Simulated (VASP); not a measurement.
Wanted: the native input for a VASP 6.6.1 run.

```
Task                   : relaxation of cell and atoms
Functional             : PBE
Potentials or basis    : VASP PAW PBE potentials, release 64 (Ag)
Cutoff                 : 600 eV
k mesh                 : 16 × 16 × 9
Occupations            : fermi-dirac, width 0.05 eV
Spin                   : no spin polarisation
Dipole correction      : no
Further INCAR settings : ALGO = Normal; EDIFF = 1e-06; IBRION = 2; EDIFFG = -0.005; NSW = 60; ISIF = 3
```

The structure of Ag lies in POSCAR:

```
Ag
1.0
    2.9401015088      0.0000000000      0.0000000000
   -1.4700507544      2.5462025963      0.0000000000
    0.0000000000      0.0000000000      4.7629644442
Ag
2
Direct
    0.3333333333      0.6666666667      0.2500000000
    0.6666666667      0.3333333333      0.7500000000
```

One way to write it, as run:

INCAR

```
SYSTEM = Ag
  PREC = Accurate
  ENCUT = 600
  EDIFF = 1E-6
  ISMEAR = -1
  SIGMA = 0.05
  LREAL = .False.
  LASPH = .True.
  NELM = 80
  ALGO = Normal
  ISIF = 3
  LWAVE = .False.
  LCHARG = .False.
  GGA = PE
  IBRION = 2
  NSW = 60
  EDIFFG = -0.005
```

KPOINTS

```
regular mesh
0
Gamma
  16 16 9
  0 0 0
```

Potentials or basis: VASP PAW PBE potentials, release 64 (Ag).

The run is started by

```sh
$ cat potpaw_PBE.64/Ag/POTCAR > POTCAR
$ mpirun -np 1 vasp_std > vasp.out
```

Results of the run:

- Relaxed volume: 17.86 Å³/atom
- Relaxed cell: a = 2.935 Å, b = 2.935 Å, c = 4.786 Å, α = 90.00°, β = 90.00°, γ = 120.00°
- Space group after relaxing (to 0.05 Å): P6_3/mmc (No. 194)
- Energy gained by relaxing: 0.2 meV/atom
- Ionic steps: 6
- Pressure after relaxing: 0.0 GPa
- Band gap on the k mesh: zero (band 11 reaches 11.06 eV, above the bottom of band 12 at 4.50 eV)

Wall time 71 s on 1 thread of Intel(R) Xeon(R) 6975P-C (Granite Rapids), on a shared host, peak memory 0.23 GiB.
